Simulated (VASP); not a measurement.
# Pt (Fm-3m) in VASP: further runs

Pt is run at these levels: PBE; tasks: single point.

Everything below comes from runs of VASP 6.6.1. Logs are shortened: lines on timing, memory, paths and dates and some standing lists are left out, and cuts for length are marked.

**1. The cell of the first run**

The structure is cubic, space group Fm-3m (No. 225). The conventional cell has a = 3.922 Å, b = 3.922 Å, c = 3.922 Å, α = 90.00°, β = 90.00°, γ = 90.00°. Pt (site symmetry m-3m) has 12 Pt at 2.77 Å within 3.7 Å.

**2. Single point, PBE**

File INCAR:

```
SYSTEM = Pt
  PREC = Accurate
  ENCUT = 520
  EDIFF = 1E-6
  ISMEAR = -1
  SIGMA = 0.1
  LREAL = .False.
  LASPH = .True.
  NELM = 80
  ALGO = Normal
  ISIF = 2
  LWAVE = .False.
  LCHARG = .True.
  GGA = PE
  LELF = .True.
  LVHAR = .True.
  NBANDS = 11
```

File KPOINTS:

```
Automatic mesh
0
Gamma
  12 12 12
  0 0 0
```

File POSCAR:

```
Pt
1.0
    0.0000000000      1.9609000000      1.9609000000
    1.9609000000      0.0000000000      1.9609000000
    1.9609000000      1.9609000000      0.0000000000
Pt
1
Direct
    0.0000000000      0.0000000000      0.0000000000
```

Potentials or basis: VASP PAW PBE potentials, release 64 (Pt).

On the command line:

```console
$ cat potpaw_PBE.64/Pt/POTCAR > POTCAR
$ mpirun -np 1 vasp_std > vasp.out
```

OUTCAR:

```text
SYSTEM = Pt
   PREC = Accurate
   ENCUT = 520
   EDIFF = 1E-6
   ISMEAR = -1
   LREAL = .False.
   LASPH = .True.
   NELM = 80
   ISIF = 2
   GGA = PE

 ion  position               nearest neighbor table
   1  0.000  0.000  0.000-

  LATTYP: Found a face centered cubic cell.
 ALAT       =     3.9218000000

  Lattice vectors:

 A1 = (   0.0000000000,   1.9609000000,   1.9609000000)
 A2 = (   1.9609000000,   0.0000000000,   1.9609000000)
 A3 = (   1.9609000000,   1.9609000000,   0.0000000000)

Analysis of symmetry for initial positions (statically):
=====================================================================
 Subroutine PRICEL returns:
 Original cell was already a primitive cell.

 Routine SETGRP: Setting up the symmetry group for a
 face centered cubic supercell.

 Subroutine GETGRP returns: Found 48 space group operations
 (whereof 48 operations were pure point group operations)
 out of a pool of 48 trial point group operations.

The static configuration has the point symmetry O_h .

Analysis of symmetry for dynamics (positions and initial velocities):
=====================================================================
 Subroutine PRICEL returns:
 Original cell was already a primitive cell.

 Routine SETGRP: Setting up the symmetry group for a
 face centered cubic supercell.

 Subroutine GETGRP returns: Found 48 space group operations
 (whereof 48 operations were pure point group operations)
 out of a pool of 48 trial point group operations.

The dynamic configuration has the point symmetry O_h .

 Subroutine INISYM returns: Found 48 space group operations
 (whereof 48 operations are pure point group operations),
 and found     1 'primitive' translations

----------------------------------------------------------------------------------------

                                     Primitive cell

  volume of cell :      15.0798

  direct lattice vectors                    reciprocal lattice vectors
     0.000000000  1.960900000  1.960900000    -0.254984956  0.254984956  0.254984956
     1.960900000  0.000000000  1.960900000     0.254984956 -0.254984956  0.254984956
     1.960900000  1.960900000  0.000000000     0.254984956  0.254984956 -0.254984956

  length of vectors
     2.773131374  2.773131374  2.773131374     0.441646899  0.441646899  0.441646899

  position of ions in fractional coordinates (direct lattice)
     0.000000000  0.000000000  0.000000000

  ion indices of the primitive-cell ions
   primitive index   ion index
                 1           1

[... 65 lines left out ...]
   ISPIN  =      1    spin polarized calculation?
   LNONCOLLINEAR =      F non collinear calculations
   LSORBIT =      F    spin-orbit coupling
   LASPH  =      T    aspherical Exc in radial PAW
   ENCUT  =  520.0 eV  38.22 Ry    6.18 a.u.   5.16  5.16  5.16*2*pi/ulx,y,z
   NELM   =     80;   NELMIN=  2; NELMDL= -5     # of ELM steps
   EDIFF  = 0.1E-05   stopping-criterion for ELM
   LREAL  =      F    real-space projection
[... 7 lines left out ...]
   TEBEG  =    0.0;   TEEND  =   0.0 temperature during run
   PSTRESS=    0.0 pullay stress
   NELECT =      10.0000    total number of electrons
   NUPDOWN=      -1.0000    fix difference up-down
   EMIN   =  10.00;   EMAX   =-10.00  energy-range for DOS
   EFERMI =   0.00;   METHOD = LEGACY
   ISMEAR =    -1;   SIGMA  =   0.10  broadening in eV -4-tet -1-fermi 0-gaus
   EFERMI_NEDOS =   21; number of points for ismear=-14 and -15
   IALGO  =     38    algorithm
   IMIX   =      4    mixing-type and parameters
     AMIX     =   0.40;   BMIX     =  1.00
     AMIX_MAG =   1.60;   BMIX_MAG =  1.00
  volume/ion in A,a.u.               =      15.08       101.76
  Fermi-wavevector in a.u.,A,eV,Ry     =   1.427609  2.697791 27.729605  2.038068
  Thomas-Fermi vector in A             =   2.547760
   LORBIT       =      0    0 simple, 1 ext, 2 COOP (PROOUT), +10 PAW based schemes
   GGA     = PE    functional components
   LHFCALC =     F    Hartree Fock is set to
   AEXX    =    0.0000 exact exchange contribution
   IVDW    =     0    specifies the selected vdW correction
   LEPSILON=     F    determine dielectric tensor
   LRPA    =     F    only Hartree local field effects (RPA)
 non-spin polarized calculation
  energy-cutoff  :      520.00
  volume of cell :       15.08
 maximum number of plane-waves:       419
 NGX is ok and might be reduce to    24
   NGX = 11   NGY = 11   NGZ = 11

 number of electron      10.0000000 magnetization

 Free energy of the ion-electron system (eV)
  ---------------------------------------------------
  ext. energy  EPLUGINS =         0.00000000
  ---------------------------------------------------
  free energy    TOTEN  =        -6.11344829 eV

  energy without entropy =       -6.06207451  energy(sigma->0) =       -6.08776140

 E-fermi :  11.3006     XC(G=0): -13.4896

 val. band max:       11.2989836096   @ k =   0.4167   0.4167   0.0000
 cond. band min:      11.3056306138   @ k =   0.4167   0.2500   0.0000
 fundamental gap:      0.0066470042
 Fermi energy:        11.3006224009

 k-point     1 :       0.0000    0.0000    0.0000
  band No.  band energies     occupation
      1       1.0491      2.00000
      2       7.4858      2.00000
      3       7.4858      2.00000
      4       7.4858      2.00000
      5       9.6418      2.00000
      6       9.6418      2.00000
      7      25.9056      0.00000
      8      30.8720      0.00000
      9      30.8720      0.00000
     10      30.8720      0.00000
     11      36.2133      0.00000
[... 309 lines left out ...]
 k-point    24 :      -0.4167    0.1667    0.0000
  band No.  band energies     occupation
      1       4.7619      2.00000
      2       6.8431      2.00000
      3       8.1036      2.00000
      4       8.3933      2.00000
      5      10.9795      1.92250
      6      14.3037      0.00000
      7      17.3043      0.00000
      8      26.0854      0.00000
      9      28.1857      0.00000
     10      29.8218      0.00000
     11      38.1473      0.00000

 [... further k-points ...]
[... 5 lines left out ...]
  --------------------------------------------------------------------------------------
  -------------------------------------------------------------------------------------
  Total        0.9389472      0.9389472      0.9389472     -0.0000000      0.0000000      0.0000000
  in kB       99.7597611     99.7597611     99.7597611     -0.0000000      0.0000000      0.0000000
  external PRESSURE =      99.7597611 kB  Pullay stress =       0.0000000 kB

 VOLUME and BASIS-vectors are now :
 -----------------------------------------------------------------------------
  energy-cutoff  :      520.00
  volume of cell :       15.08
      direct lattice vectors                 reciprocal lattice vectors
     0.000000000  1.960900000  1.960900000    -0.254984956  0.254984956  0.254984956
     1.960900000  0.000000000  1.960900000     0.254984956 -0.254984956  0.254984956
     1.960900000  1.960900000  0.000000000     0.254984956  0.254984956 -0.254984956

 POSITION                                       TOTAL-FORCE (eV/Angst)
 -----------------------------------------------------------------------------------
      0.00000      0.00000      0.00000         0.000000     -0.000000     -0.000000
 -----------------------------------------------------------------------------------
    total drift:                               -0.000000      0.000000     -0.000000

  FREE ENERGIE OF THE ION-ELECTRON SYSTEM (eV)
  ---------------------------------------------------
  free  energy   TOTEN  =        -6.1134482917 eV

  energy  without entropy=       -6.0620745076  energy(sigma->0) =       -6.08776140
```

It took 5.8 s on 1 thread of Intel Xeon 6975P-C (Granite Rapids), shared host; peak memory 0.14 GiB.

What came out:

| Property | Result |
| --- | --- |
| Free energy | -6.1134 eV |
| Pressure | 10.0 GPa |
| Band gap on the k mesh | zero (band 5 reaches 11.77 eV, above the bottom of band 6 at 9.54 eV) |

Caveat: spin-orbit coupling is left out, which moves the levels of the heavy elements.

**3. Single point, PBE**

This run uses another cell than the first one, of 15.68 Å³/atom, 1.040 times its volume.

File INCAR:

```
PREC = Accurate ; ENCUT = 520
EDIFF = 1E-6 ; ISMEAR = -1
SIGMA = 0.1 ; LREAL = False
LASPH = True ; NELM = 80
ALGO = Normal ; ISIF = 2
LWAVE = False ; LCHARG = True
GGA = PE ; LELF = True
LVHAR = True ; NBANDS = 11
```

File KPOINTS:

```
Automatic mesh
0
Gamma
  12 12 12
```

File POSCAR:

```
Pt
1.0
    0.0000000000      1.9867042750      1.9867042750
    1.9867042750      0.0000000000      1.9867042750
    1.9867042750      1.9867042750      0.0000000000
Pt
1
Direct
    0.0000000000      0.0000000000      0.0000000000
```

Potentials or basis: VASP PAW PBE potentials, release 64 (Pt).

On the command line:

```console
$ cat potpaw_PBE.64/Pt/POTCAR > POTCAR
$ mpirun -np 1 vasp_std > vasp.out
```

OUTCAR:

```text
PREC = Accurate
   ENCUT = 520
   EDIFF = 1E-6
   ISMEAR = -1
   LREAL = False
   LASPH = True
   NELM = 80
   ISIF = 2
   GGA = PE

 ion  position               nearest neighbor table
   1  0.000  0.000  0.000-

  LATTYP: Found a face centered cubic cell.
 ALAT       =     3.9734085500

  Lattice vectors:

 A1 = (   0.0000000000,   1.9867042750,   1.9867042750)
 A2 = (   1.9867042750,   0.0000000000,   1.9867042750)
 A3 = (   1.9867042750,   1.9867042750,   0.0000000000)

Analysis of symmetry for initial positions (statically):
=====================================================================
 Subroutine PRICEL returns:
 Original cell was already a primitive cell.

 Routine SETGRP: Setting up the symmetry group for a
 face centered cubic supercell.

 Subroutine GETGRP returns: Found 48 space group operations
 (whereof 48 operations were pure point group operations)
 out of a pool of 48 trial point group operations.

The static configuration has the point symmetry O_h .

Analysis of symmetry for dynamics (positions and initial velocities):
[... 154 lines left out ...]

  energy without entropy =       -6.07675105  energy(sigma->0) =       -6.10369395

 E-fermi :  10.5583     XC(G=0): -13.2548

 val. band max:       10.5566661320   @ k =   0.4167   0.2500   0.0000
 cond. band min:      10.5631745102   @ k =  -0.3333   0.4167   0.0833
 fundamental gap:      0.0065083782
 Fermi energy:        10.5583031974

 k-point     1 :       0.0000    0.0000    0.0000
  band No.  band energies     occupation
      1       0.7448      2.00000
      2       6.9808      2.00000
      3       6.9808      2.00000
      4       6.9808      2.00000
      5       9.0009      2.00000
      6       9.0009      2.00000
      7      25.2687      0.00000
      8      30.0135      0.00000
      9      30.0135      0.00000
     10      30.0135      0.00000
     11      35.2133      0.00000
[... 309 lines left out ...]
 k-point    24 :      -0.4167    0.1667    0.0000
  band No.  band energies     occupation
      1       4.3888      2.00000
      2       6.3881      2.00000
      3       7.5679      2.00000
      4       7.8513      2.00000
      5      10.2560      1.90718
      6      13.4874      0.00000
      7      16.3084      0.00000
      8      25.1365      0.00000
      9      27.2621      0.00000
     10      28.7230      0.00000
     11      36.9826      0.00000

 [... further k-points ...]
[... 5 lines left out ...]
  --------------------------------------------------------------------------------------
  -------------------------------------------------------------------------------------
  Total       -0.0656657     -0.0656657     -0.0656657     -0.0000000      0.0000000      0.0000000
  in kB       -6.7084114     -6.7084114     -6.7084114     -0.0000000      0.0000000      0.0000000
  external PRESSURE =      -6.7084114 kB  Pullay stress =       0.0000000 kB

 VOLUME and BASIS-vectors are now :
 -----------------------------------------------------------------------------
  energy-cutoff  :      520.00
  volume of cell :       15.68
      direct lattice vectors                 reciprocal lattice vectors
     0.000000000  1.986704275  1.986704275    -0.251673088  0.251673088  0.251673088
     1.986704275  0.000000000  1.986704275     0.251673088 -0.251673088  0.251673088
     1.986704275  1.986704275  0.000000000     0.251673088  0.251673088 -0.251673088

 POSITION                                       TOTAL-FORCE (eV/Angst)
 -----------------------------------------------------------------------------------
      0.00000      0.00000      0.00000         0.000000      0.000000      0.000000
 -----------------------------------------------------------------------------------
    total drift:                                0.000000     -0.000000     -0.000000

  FREE ENERGIE OF THE ION-ELECTRON SYSTEM (eV)
  ---------------------------------------------------
  free  energy   TOTEN  =        -6.1306368451 eV

  energy  without entropy=       -6.0767510503  energy(sigma->0) =       -6.10369395
```

Wall time 5.7 s (1 thread of Intel Xeon 6975P-C (Granite Rapids), shared host); peak memory 0.15 GiB.

Results:

```
Free energy            : -6.1306 eV
Pressure               : -0.7 GPa
Band gap on the k mesh : zero (band 5 reaches 10.99 eV, above the bottom of band 6 at 8.91 eV)
```

Levels at points of the mesh, in eV from the Fermi level:
| k point | band 2 | band 3 | band 4 | band 5 | band 6 | band 7 | band 8 | band 9 |
| --- | --- | --- | --- | --- | --- | --- | --- | --- |
| (0.00, 0.00, 0.00) | -3.58 | -3.58 | -3.58 | -1.56 | -1.56 | 14.71 | 19.46 | 19.46 |
| (0.50, 0.00, 0.00) | -3.64 | -3.64 | -0.34 | 0.01 | 0.01 | 5.52 | 14.26 | 18.68 |
| (0.50, 0.50, 0.00) | -6.24 | -0.03 | 0.43 | 0.43 | 1.83 | 8.44 | 11.24 | 11.24 |

Caveat: spin-orbit coupling is left out, which moves the levels of the heavy elements.

**4. Single point, PBE**

This run uses another cell than the first one, of 16.29 Å³/atom, 1.080 times its volume.

File INCAR:

```
ALGO = Normal ; EDIFF = 1E-6
ENCUT = 520 ; GGA = PE
ISIF = 2 ; ISMEAR = -1
LASPH = True ; LCHARG = False
LREAL = False ; LWAVE = False
NBANDS = 11 ; NELM = 80
PREC = Accurate ; SIGMA = 0.1
```

File KPOINTS:

```
k-points
0
Gamma
  12 12 12
```

File POSCAR:

```
Pt
1.0
    0.0000000000      2.0118551003      2.0118551003
    2.0118551003      0.0000000000      2.0118551003
    2.0118551003      2.0118551003      0.0000000000
Pt
1
Direct
    0.0000000000      0.0000000000      0.0000000000
```

On the command line:

```console
$ cat potpaw_PBE.64/Pt/POTCAR > POTCAR
$ mpirun -np 1 vasp_std > vasp.out
```

It took 6.2 s on 1 thread of Intel Xeon 6975P-C (Granite Rapids), shared host; peak memory 0.14 GiB.

Results (log left out):

- Free energy: -6.1123 eV
- Pressure: -8.9 GPa
- Band gap on the k mesh: zero (band 5 reaches 10.27 eV, above the bottom of band 6 at 8.32 eV)

Levels at points of the mesh, in eV from the Fermi level:
| k point | band 1 | band 2 | band 3 | band 4 | band 5 | band 6 | band 7 | band 8 | band 9 | band 10 |
| --- | --- | --- | --- | --- | --- | --- | --- | --- | --- | --- |
| (0.00, 0.00, 0.00) | -9.41 | -3.36 | -3.36 | -3.36 | -1.47 | -1.47 | 14.79 | 19.33 | 19.33 | 19.33 |
| (0.50, 0.00, 0.00) | -6.58 | -3.41 | -3.41 | -0.19 | 0.00 | 0.00 | 5.25 | 14.34 | 18.41 | 18.41 |
| (0.50, 0.50, 0.00) | -6.29 | -5.88 | -0.03 | 0.40 | 0.40 | 1.90 | 8.05 | 11.12 | 11.12 | 19.19 |

Caveat: spin-orbit coupling is left out, which moves the levels of the heavy elements.

**5. Single point, PBE**

This run uses another cell than the first one, of 16.89 Å³/atom, 1.120 times its volume.

File INCAR:

```
SYSTEM = Pt
PREC = Accurate ; ENCUT = 520
EDIFF = 1E-6 ; ISMEAR = -1
SIGMA = 0.1 ; LREAL = .False.
LASPH = .True. ; NELM = 100
ALGO = Normal ; ISIF = 2
LWAVE = .False. ; LCHARG = .False.
GGA = PE ; NBANDS = 11
```

File KPOINTS:

```
Automatic mesh
0
Gamma
  12 12 12
  0 0 0
```

File POSCAR:

```
Pt
1.0
    0.0000000000      2.0363923369      2.0363923369
    2.0363923369      0.0000000000      2.0363923369
    2.0363923369      2.0363923369      0.0000000000
Pt
1
Direct
    0.0000000000      0.0000000000      0.0000000000
```

On the command line:

```console
$ cat potpaw_PBE.64/Pt/POTCAR > POTCAR
$ mpirun -np 1 vasp_std > vasp.out
```

Wall time 5.3 s (1 thread of Intel Xeon 6975P-C (Granite Rapids), shared host); peak memory 0.14 GiB.

It converged, with:

| Property | Result |
| --- | --- |
| Free energy | -6.0666 eV |
| Pressure | -15.3 GPa |
| Band gap on the k mesh | zero (band 5 reaches 9.61 eV, above the bottom of band 6 at 7.78 eV) |

Levels at points of the mesh, in eV from the Fermi level:
| k point | band 2 | band 3 | band 4 | band 5 | band 6 | band 7 | band 8 | band 9 |
| --- | --- | --- | --- | --- | --- | --- | --- | --- |
| (0.00, 0.00, 0.00) | -3.17 | -3.17 | -3.17 | -1.38 | -1.38 | 14.86 | 19.19 | 19.19 |
| (0.50, 0.00, 0.00) | -3.21 | -3.21 | -0.05 | 0.00 | 0.00 | 5.01 | 14.39 | 18.14 |
| (0.50, 0.50, 0.00) | -5.54 | -0.04 | 0.37 | 0.37 | 1.98 | 7.70 | 11.00 | 11.00 |

Caveat: spin-orbit coupling is left out, which moves the levels of the heavy elements.

**6. Overview**

```csv
cell,gap on the mesh (eV),pressure (GPa)
"a = 2.773 Å, angles 60.0°, 1 atom",none,10.0
"a = 2.810 Å, angles 60.0°, 1 atom",none,-0.7
"a = 2.845 Å, angles 60.0°, 1 atom",none,-8.9
"a = 2.880 Å, angles 60.0°, 1 atom",none,-15.3
```

Alike in all rows: task single point; level PBE; potentials or basis VASP PAW PBE potentials, release 64 (Pt); no spin polarisation; k mesh 12 × 12 × 12; cutoff (eV) 520; smearing fermi-dirac 0.1 eV.

Caveats: spin-orbit coupling is left out, which moves the levels of the heavy elements.

Absolute energies hang on the potentials; compare differences alone.
